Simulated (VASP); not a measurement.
# SnTe (F-43m) in VASP: further runs

SnTe is run at these levels: LDA; tasks: single point.

Everything below comes from runs of VASP 6.6.1. Logs are shortened: lines on timing, memory, paths and dates and some standing lists are left out, and cuts for length are marked.

## Step 1: The cell of the first run

Symmetry: F-43m, No. 216, cubic system. The conventional cell has a = 7.075 Å, b = 7.075 Å, c = 7.075 Å, α = 90.00°, β = 90.00°, γ = 90.00°. Within 4.0 Å of Sn (site symmetry -43m) lie 4 Te at 3.06 Å. Within 4.0 Å of Te (site symmetry -43m) lie 4 Sn at 3.06 Å.

## Step 2: Single point, LDA

Contents of INCAR:

```
SYSTEM = SnTe
ALGO = Normal
EDIFF = 1E-6
ENCUT = 520
GGA = CA
ISIF = 2
ISMEAR = 0
LASPH = .TRUE.
LCHARG = .FALSE.
LREAL = .FALSE.
LWAVE = .FALSE.
NBANDS = 17
NELM = 60
PREC = Accurate
SIGMA = 0.01
```

Contents of KPOINTS:

```
k-points
0
G
  6 6 6
  0 0 0
```

Contents of POSCAR:

```
SnTe
1.0
    0.0000000000      3.5374284581      3.5374284581
    3.5374284581      0.0000000000      3.5374284581
    3.5374284581      3.5374284581      0.0000000000
Sn Te
1 1
Direct
    0.0000000000      0.0000000000      0.0000000000
    0.7500000000      0.7500000000      0.7500000000
```

Potentials or basis: VASP PAW LDA potentials, release 64 (Sn_d, Te).

Command:

```sh
cat potpaw_LDA.64/Sn_d/POTCAR potpaw_LDA.64/Te/POTCAR > POTCAR
mpirun -np 1 vasp_std > vasp.out
```

OUTCAR:

```text
SYSTEM = SnTe
   EDIFF = 1E-6
   ENCUT = 520
   GGA = CA
   ISIF = 2
   ISMEAR = 0
   LASPH = .TRUE.
   LREAL = .FALSE.
   NELM = 60
   PREC = Accurate

 ion  position               nearest neighbor table
   1  0.000  0.000  0.000-   2 3.06   2 3.06   2 3.06   2 3.06
   2  0.750  0.750  0.750-   1 3.06   1 3.06   1 3.06   1 3.06

  LATTYP: Found a face centered cubic cell.
 ALAT       =     7.0748569162

  Lattice vectors:

 A1 = (   0.0000000000,   3.5374284581,   3.5374284581)
 A2 = (   3.5374284581,   0.0000000000,   3.5374284581)
 A3 = (   3.5374284581,   3.5374284581,   0.0000000000)

Analysis of symmetry for initial positions (statically):
=====================================================================
 Subroutine PRICEL returns:
 Original cell was already a primitive cell.

 Routine SETGRP: Setting up the symmetry group for a
 face centered cubic supercell.

 Subroutine GETGRP returns: Found 24 space group operations
 (whereof 24 operations were pure point group operations)
 out of a pool of 48 trial point group operations.

The static configuration has the point symmetry T_d .

Analysis of symmetry for dynamics (positions and initial velocities):
=====================================================================
 Subroutine PRICEL returns:
 Original cell was already a primitive cell.

 Routine SETGRP: Setting up the symmetry group for a
 face centered cubic supercell.

 Subroutine GETGRP returns: Found 24 space group operations
 (whereof 24 operations were pure point group operations)
 out of a pool of 48 trial point group operations.

The dynamic configuration has the point symmetry T_d .

 Subroutine INISYM returns: Found 24 space group operations
 (whereof 24 operations are pure point group operations),
 and found     1 'primitive' translations

----------------------------------------------------------------------------------------

                                     Primitive cell

  volume of cell :      88.5305

  direct lattice vectors                    reciprocal lattice vectors
     0.000000000  3.537428458  3.537428458    -0.141345615  0.141345615  0.141345615
     3.537428458  0.000000000  3.537428458     0.141345615 -0.141345615  0.141345615
     3.537428458  3.537428458  0.000000000     0.141345615  0.141345615 -0.141345615

  length of vectors
     5.002679301  5.002679301  5.002679301     0.244817786  0.244817786  0.244817786

  position of ions in fractional coordinates (direct lattice)
     0.000000000  0.000000000  0.000000000
     0.750000000  0.750000000  0.750000000

  ion indices of the primitive-cell ions
   primitive index   ion index
                 1           1
                 2           2

----------------------------------------------------------------------------------------

 KPOINTS: k-points

Automatic generation of k-mesh.
 Grid dimensions read from file:
 generate k-points for:    6    6    6

 Generating k-lattice:

  Cartesian coordinates                     Fractional coordinates (reciprocal lattice)
    -0.023557602  0.023557602  0.023557602     0.166666667  0.000000000  0.000000000
     0.023557602 -0.023557602  0.023557602     0.000000000  0.166666667  0.000000000
     0.023557602  0.023557602 -0.023557602     0.000000000  0.000000000  0.166666667

  Length of vectors
     0.040802964  0.040802964  0.040802964

  Shift w.r.t. Gamma in fractional coordinates (k-lattice)
     0.000000000  0.000000000  0.000000000

 Subroutine IBZKPT returns following result:
 ===========================================

 Found     16 irreducible k-points:

 Following reciprocal coordinates:
            Coordinates               Weight
  0.000000  0.000000  0.000000      1.000000
  0.166667  0.000000  0.000000      8.000000
  0.333333  0.000000  0.000000      8.000000
  0.500000  0.000000  0.000000      4.000000
  0.166667  0.166667  0.000000      6.000000
  0.333333  0.166667  0.000000     24.000000
[... 8 lines left out ...]
 -0.333333  0.333333  0.166667     24.000000
 -0.333333  0.500000  0.166667     12.000000
   k-points           NKPTS =     16   k-points in BZ     NKDIM =     16   number of bands    NBANDS=     17
   number of dos      NEDOS =    301   number of ions     NIONS =      2
   total plane-waves  NPLWV =  64000
   dimension x,y,z NGX =    40 NGY =   40 NGZ =   40
   dimension x,y,z NGXF=    80 NGYF=   80 NGZF=   80
   ions per type =               1   1
   NGX,Y,Z   is equivalent  to a cutoff of  13.29, 13.29, 13.29 a.u.
   NGXF,Y,Z  is equivalent  to a cutoff of  26.59, 26.59, 26.59 a.u.
 SYSTEM =  SnTe
   PREC   = accura    normal or accurate (medium, high low for compatibility)
   ISTART =      0    job   : 0-new  1-cont  2-samecut
   ICHARG =      2    charge: 1-file 2-atom 10-const
   ISPIN  =      1    spin polarized calculation?
   LNONCOLLINEAR =      F non collinear calculations
   LSORBIT =      F    spin-orbit coupling
   LASPH  =      T    aspherical Exc in radial PAW
   ENCUT  =  520.0 eV  38.22 Ry    6.18 a.u.   9.30  9.30  9.30*2*pi/ulx,y,z
   NELM   =     60;   NELMIN=  2; NELMDL= -5     # of ELM steps
   EDIFF  = 0.1E-05   stopping-criterion for ELM
   LREAL  =      F    real-space projection
   EDIFFG = 0.1E-04   stopping-criterion for IOM
   NSW    =      0    number of steps for IOM
   IBRION =     -1    ionic relax: 0-MD 1-quasi-New 2-CG
   NFREE  =      0    steps in history (QN), initial steepest desc. (CG)
   ISIF   =      2    stress and relaxation
   ISYM   =      2    0-nonsym 1-usesym 2-fastsym
   POTIM  = 0.5000    time-step for ionic-motion
   TEBEG  =    0.0;   TEEND  =   0.0 temperature during run
   PSTRESS=    0.0 pullay stress
   NELECT =      20.0000    total number of electrons
   NUPDOWN=      -1.0000    fix difference up-down
   EMIN   =  10.00;   EMAX   =-10.00  energy-range for DOS
   EFERMI =   0.00;   METHOD = LEGACY
   ISMEAR =     0;   SIGMA  =   0.01  broadening in eV -4-tet -1-fermi 0-gaus
   EFERMI_NEDOS =   21; number of points for ismear=-14 and -15
   IALGO  =     38    algorithm
   IMIX   =      4    mixing-type and parameters
     AMIX     =   0.40;   BMIX     =  1.00
     AMIX_MAG =   1.60;   BMIX_MAG =  1.00
  volume/ion in A,a.u.               =      44.27       298.72
  Fermi-wavevector in a.u.,A,eV,Ry     =   0.997058  1.884167 13.525892  0.994125
  Thomas-Fermi vector in A             =   2.129189
   LORBIT       =      0    0 simple, 1 ext, 2 COOP (PROOUT), +10 PAW based schemes
   GGA     = CA    functional components
   LHFCALC =     F    Hartree Fock is set to
   AEXX    =    0.0000 exact exchange contribution
   IVDW    =     0    specifies the selected vdW correction
   LEPSILON=     F    determine dielectric tensor
   LRPA    =     F    only Hartree local field effects (RPA)
 non-spin polarized calculation
 Gauss-broadening in eV      SIGMA  =   0.01
  energy-cutoff  :      520.00
  volume of cell :       88.53
 maximum number of plane-waves:      2421
 NGX is ok and might be reduce to    40
   NGX = 19   NGY = 19   NGZ = 19

 number of electron      20.0000002 magnetization

 Free energy of the ion-electron system (eV)
  ---------------------------------------------------
  ext. energy  EPLUGINS =         0.00000000
  ---------------------------------------------------
  free energy    TOTEN  =        -8.04462695 eV

  energy without entropy =       -8.04461907  energy(sigma->0) =       -8.04462301

 E-fermi :   3.3665     XC(G=0):  -8.0466

 val. band max:        3.3457440323   @ k =  -0.3333   0.5000   0.1667
 cond. band min:       3.3839999807   @ k =   0.5000   0.5000   0.0000
 fundamental gap:      0.0382559484
 Fermi energy:         3.3664999104

 k-point     1 :       0.0000    0.0000    0.0000
  band No.  band energies     occupation
      1     -18.2338      2.00000
      2     -18.2338      2.00000
      3     -18.2338      2.00000
      4     -18.2192      2.00000
      5     -18.2192      2.00000
      6      -8.4094      2.00000
[... 9 lines left out ...]
     16       9.9214      0.00000
     17      10.9615      0.00000

 k-point     2 :       0.1667    0.0000    0.0000
  band No.  band energies     occupation
      1     -18.2343      2.00000
      2     -18.2333      2.00000
      3     -18.2333      2.00000
      4     -18.2192      2.00000
      5     -18.2192      2.00000
      6      -8.2798      2.00000
[... 9 lines left out ...]
     16       9.3408      0.00000
     17      10.4400      0.00000

 k-point     3 :       0.3333    0.0000    0.0000
  band No.  band energies     occupation
      1     -18.2353      2.00000
      2     -18.2323      2.00000
      3     -18.2323      2.00000
      4     -18.2191      2.00000
      5     -18.2191      2.00000
      6      -7.9754      2.00000
[... 9 lines left out ...]
     16       9.4931      0.00000
     17      10.8035      0.00000

 k-point     4 :       0.5000    0.0000    0.0000
  band No.  band energies     occupation
      1     -18.2358      2.00000
      2     -18.2319      2.00000
      3     -18.2319      2.00000
      4     -18.2190      2.00000
      5     -18.2190      2.00000
      6      -7.7897      2.00000
[... 9 lines left out ...]
     16      10.3832      0.00000
     17      10.3832      0.00000
[... 183 lines left out ...]
      1     -18.2367      2.00000
      2     -18.2315      2.00000
      3     -18.2309      2.00000
      4     -18.2196      2.00000
      5     -18.2186      2.00000
      6      -7.7412      2.00000
[... 9 lines left out ...]
     16      10.8391      0.00000
     17      11.8545      0.00000

 k-point    15 :      -0.3333    0.3333    0.1667
  band No.  band energies     occupation
      1     -18.2368      2.00000
      2     -18.2315      2.00000
      3     -18.2304      2.00000
      4     -18.2195      2.00000
      5     -18.2187      2.00000
      6      -7.6008      2.00000
[... 9 lines left out ...]
     16      10.6497      0.00000
     17      11.6648      0.00000

 k-point    16 :      -0.3333    0.5000    0.1667
  band No.  band energies     occupation
      1     -18.2377      2.00000
      2     -18.2310      2.00000
      3     -18.2299      2.00000
      4     -18.2199      2.00000
      5     -18.2184      2.00000
      6      -7.5304      2.00000
[... 9 lines left out ...]
     16      11.4089      0.00000
     17      11.4295      0.00000

------------------------ aborting loop because EDIFF is reached ----------------------------------------

  FORCE on cell =-STRESS in cart. coord.  units (eV):
  Direction    XX          YY          ZZ          XY          YZ          ZX
  --------------------------------------------------------------------------------------
  -------------------------------------------------------------------------------------
  Total       -0.3769268     -0.3769268     -0.3769268     -0.0000000     -0.0000000      0.0000000
  in kB       -6.8214176     -6.8214176     -6.8214176     -0.0000000     -0.0000000      0.0000000
  external PRESSURE =      -6.8214176 kB  Pullay stress =       0.0000000 kB

 VOLUME and BASIS-vectors are now :
 -----------------------------------------------------------------------------
  energy-cutoff  :      520.00
  volume of cell :       88.53
      direct lattice vectors                 reciprocal lattice vectors
     0.000000000  3.537428458  3.537428458    -0.141345615  0.141345615  0.141345615
     3.537428458  0.000000000  3.537428458     0.141345615 -0.141345615  0.141345615
     3.537428458  3.537428458  0.000000000     0.141345615  0.141345615 -0.141345615

 POSITION                                       TOTAL-FORCE (eV/Angst)
 -----------------------------------------------------------------------------------
      0.00000      0.00000      0.00000        -0.000000     -0.000000      0.000000
      5.30614      5.30614      5.30614         0.000000      0.000000     -0.000000
 -----------------------------------------------------------------------------------
    total drift:                                0.000000      0.000000      0.000000

  FREE ENERGIE OF THE ION-ELECTRON SYSTEM (eV)
  ---------------------------------------------------
  free  energy   TOTEN  =        -8.0446269508 eV

  energy  without entropy=       -8.0446190672  energy(sigma->0) =       -8.04462301
```

Wall time 21 s (1 thread of AMD EPYC 7R43 (Zen 3), shared host); peak memory 0.16 GiB.

What came out:

* Free energy: -8.0446 eV
* Pressure: -0.7 GPa
* Band gap on the k mesh: 0.04 eV, indirect (least direct gap 0.65 eV)

Caveat: spin-orbit coupling is left out, which moves the levels of the heavy elements. A k mesh can miss the band edges.

## Step 3: Single point, LDA

This run uses another cell than the first one, of 45.21 Å³/atom, 1.021 times its volume.

Contents of INCAR:

```
SYSTEM = SnTe
  ALGO = Normal
  EDIFF = 1E-6
  ENCUT = 520
  ISIF = 2
  ISMEAR = 0
  LASPH = .True.
  LCHARG = .False.
  LREAL = .False.
  LWAVE = .False.
  NBANDS = 17
  NELM = 100
  PREC = Accurate
  SIGMA = 0.01
```

Contents of KPOINTS:

```
k-points
0
Gamma
  6 6 6
  0 0 0
```

Contents of POSCAR:

```
SnTe
1.0
    0.0000000000      3.5623407469      3.5623407469
    3.5623407469      0.0000000000      3.5623407469
    3.5623407469      3.5623407469      0.0000000000
Sn Te
1 1
Direct
    0.0000000000      0.0000000000      0.0000000000
    0.7500000000      0.7500000000      0.7500000000
```

Potentials or basis: VASP PAW LDA potentials, release 64 (Sn_d, Te).

Command:

```sh
cat potpaw_LDA.64/Sn_d/POTCAR potpaw_LDA.64/Te/POTCAR > POTCAR
mpirun -np 1 vasp_std > vasp.out
```

Wall time 20 s (1 thread of AMD EPYC 7R43 (Zen 3), shared host); peak memory 0.16 GiB.

It converged, with:

```
Free energy            : -8.0337 eV
Pressure               : -1.2 GPa
Band gap on the k mesh : 0.09 eV, indirect (least direct gap 0.68 eV)
```

Levels at points of the mesh, in eV from the valence-band top:
| k point | band 6 | band 7 | band 8 | band 9 | band 10 | band 11 | band 12 | band 13 | band 14 | band 15 |
| --- | --- | --- | --- | --- | --- | --- | --- | --- | --- | --- |
| (0.00, 0.00, 0.00) | -11.62 | -5.03 | -1.85 | -1.85 | -1.85 | 1.09 | 1.09 | 1.09 | 4.03 | 6.59 |
| (0.50, 0.00, 0.00) | -11.03 | -7.01 | -2.42 | -2.42 | -2.00 | 1.91 | 1.91 | 3.62 | 5.61 | 6.44 |
| (0.50, 0.50, 0.00) | -10.79 | -7.39 | -3.12 | -3.12 | -0.58 | 0.09 | 4.13 | 4.13 | 5.49 | 6.55 |

Caveat: spin-orbit coupling is left out, which moves the levels of the heavy elements.

## Step 4: Single point, LDA

This run uses another cell than the first one, of 46.15 Å³/atom, 1.043 times its volume.

Contents of INCAR:

```
PREC = Accurate
ENCUT = 520
EDIFF = 1E-6
ISMEAR = 0
SIGMA = 0.01
LREAL = F
LASPH = T
NELM = 60
ALGO = Normal
ISIF = 2
LWAVE = F
LCHARG = T
GGA = CA
LELF = T
LVHAR = T
NBANDS = 17
```

Contents of KPOINTS:

```
regular mesh
0
Gamma
  6 6 6
```

Contents of POSCAR:

```
SnTe
1.0
    0.0000000000      3.5869093905      3.5869093905
    3.5869093905      0.0000000000      3.5869093905
    3.5869093905      3.5869093905      0.0000000000
Sn Te
1 1
Direct
    0.0000000000      0.0000000000      0.0000000000
    0.7500000000      0.7500000000      0.7500000000
```

Command:

```sh
cat potpaw_LDA.64/Sn_d/POTCAR potpaw_LDA.64/Te/POTCAR > POTCAR
mpirun -np 1 vasp_std > vasp.out
```

Run time: 22 s. Hardware: 1 thread of AMD EPYC 7R43 (Zen 3), shared host; peak memory 0.16 GiB.

It converged, with:

* Free energy: -8.0168 eV
* Pressure: -1.7 GPa
* Band gap on the k mesh: 0.14 eV, indirect (least direct gap 0.70 eV)

Levels at points of the mesh, in eV from the valence-band top:
| k point | band 6 | band 7 | band 8 | band 9 | band 10 | band 11 | band 12 | band 13 | band 14 | band 15 |
| --- | --- | --- | --- | --- | --- | --- | --- | --- | --- | --- |
| (0.00, 0.00, 0.00) | -11.50 | -5.07 | -1.79 | -1.79 | -1.79 | 1.12 | 1.12 | 1.12 | 4.05 | 6.60 |
| (0.50, 0.00, 0.00) | -10.94 | -6.94 | -2.34 | -2.34 | -1.96 | 1.93 | 1.93 | 3.56 | 5.63 | 6.41 |
| (0.50, 0.50, 0.00) | -10.71 | -7.31 | -3.03 | -3.03 | -0.56 | 0.14 | 4.06 | 4.06 | 5.48 | 6.49 |

Caveat: spin-orbit coupling is left out, which moves the levels of the heavy elements.

## Step 5: Single point, LDA

This run uses another cell than the first one, of 48.03 Å³/atom, 1.085 times its volume.

Contents of INCAR:

```
PREC = Accurate
ENCUT = 520
EDIFF = 1E-7
ISMEAR = 0
SIGMA = 0.01
LREAL = False
LASPH = True
NELM = 60
ALGO = Normal
ISIF = 2
LWAVE = False
LCHARG = False
GGA = CA
NBANDS = 17
```

Contents of KPOINTS:

```
Automatic mesh
0
Gamma
  6 6 6
```

Contents of POSCAR:

```
SnTe
1.0
    0.0000000000      3.6350615711      3.6350615711
    3.6350615711      0.0000000000      3.6350615711
    3.6350615711      3.6350615711      0.0000000000
Sn Te
1 1
Direct
    0.0000000000      0.0000000000      0.0000000000
    0.7500000000      0.7500000000      0.7500000000
```

Command:

```sh
cat potpaw_LDA.64/Sn_d/POTCAR potpaw_LDA.64/Te/POTCAR > POTCAR
mpirun -np 1 vasp_std > vasp.out
```

It took 22 s on 1 thread of AMD EPYC 7R43 (Zen 3), shared host; peak memory 0.16 GiB.

Results (log left out):

| Item | Value |
| --- | --- |
| Free energy | -7.9672 eV |
| Pressure | -2.5 GPa |
| Band gap on the k mesh | 0.24 eV, indirect (least direct gap 0.74 eV) |

Levels at points of the mesh, in eV from the valence-band top:
```csv
k point,band 6,band 7,band 8,band 9,band 10,band 11,band 12,band 13,band 14,band 15
"(0.00, 0.00, 0.00)",-11.27,-5.15,-1.67,-1.67,-1.67,1.17,1.17,1.17,4.07,6.63
"(0.50, 0.00, 0.00)",-10.76,-6.82,-2.19,-2.19,-1.88,1.96,1.96,3.43,5.66,6.37
"(0.50, 0.50, 0.00)",-10.55,-7.17,-2.84,-2.84,-0.51,0.24,3.94,3.94,5.45,6.39
```

Caveat: spin-orbit coupling is left out, which moves the levels of the heavy elements. A k mesh can miss the band edges.

## Step 6: Single point, LDA

This run uses another cell than the first one, of 49.92 Å³/atom, 1.128 times its volume.

Changes to INCAR since step 5:

```diff
@@ -12,3 +12,2 @@
 LCHARG = False
-GGA = CA
 NBANDS = 17
```

Contents of KPOINTS:

```
regular mesh
0
Gamma
  6 6 6
```

Contents of POSCAR:

```
SnTe
1.0
    0.0000000000      3.6819707652      3.6819707652
    3.6819707652      0.0000000000      3.6819707652
    3.6819707652      3.6819707652      0.0000000000
Sn Te
1 1
Direct
    0.0000000000      0.0000000000      0.0000000000
    0.7500000000      0.7500000000      0.7500000000
```

Potentials or basis: VASP PAW LDA potentials, release 64 (Sn_d, Te).

Command:

```sh
cat potpaw_LDA.64/Sn_d/POTCAR potpaw_LDA.64/Te/POTCAR > POTCAR
mpirun -np 1 vasp_std > vasp.out
```

Wall time 22 s (1 thread of AMD EPYC 7R43 (Zen 3), shared host); peak memory 0.16 GiB.

It converged, with:

```
Free energy            : -7.9001 eV
Pressure               : -3.2 GPa
Band gap on the k mesh : 0.32 eV, indirect (least direct gap 0.78 eV)
```

Levels at points of the mesh, in eV from the valence-band top:
| k point | band 6 | band 7 | band 8 | band 9 | band 10 | band 11 | band 12 | band 13 | band 14 | band 15 |
| --- | --- | --- | --- | --- | --- | --- | --- | --- | --- | --- |
| (0.00, 0.00, 0.00) | -11.06 | -5.22 | -1.56 | -1.56 | -1.56 | 1.22 | 1.22 | 1.22 | 4.10 | 6.65 |
| (0.50, 0.00, 0.00) | -10.59 | -6.71 | -2.06 | -2.06 | -1.80 | 1.98 | 1.98 | 3.30 | 5.69 | 6.33 |
| (0.50, 0.50, 0.00) | -10.41 | -7.04 | -2.67 | -2.67 | -0.46 | 0.32 | 3.82 | 3.82 | 5.42 | 6.30 |

Caveat: spin-orbit coupling is left out, which moves the levels of the heavy elements. A k mesh can miss the band edges.

## Step 7: The runs side by side

```tsv
cell	gap on the mesh (eV)	pressure (GPa)
a = 5.003 Å, angles 60.0°, 2 atoms	0.04	-0.7
a = 5.038 Å, angles 60.0°, 2 atoms	0.09	-1.2
a = 5.073 Å, angles 60.0°, 2 atoms	0.14	-1.7
a = 5.141 Å, angles 60.0°, 2 atoms	0.24	-2.5
a = 5.207 Å, angles 60.0°, 2 atoms	0.32	-3.2
```

Alike in all rows: task single point; level LDA; potentials or basis VASP PAW LDA potentials, release 64 (Sn_d, Te); no spin polarisation; k mesh 6 × 6 × 6; cutoff (eV) 520; smearing gaussian 0.01 eV.

Caveats: spin-orbit coupling is left out, which moves the levels of the heavy elements.

Total energies depend on the potentials used, so only differences within one code and one set of settings carry meaning.
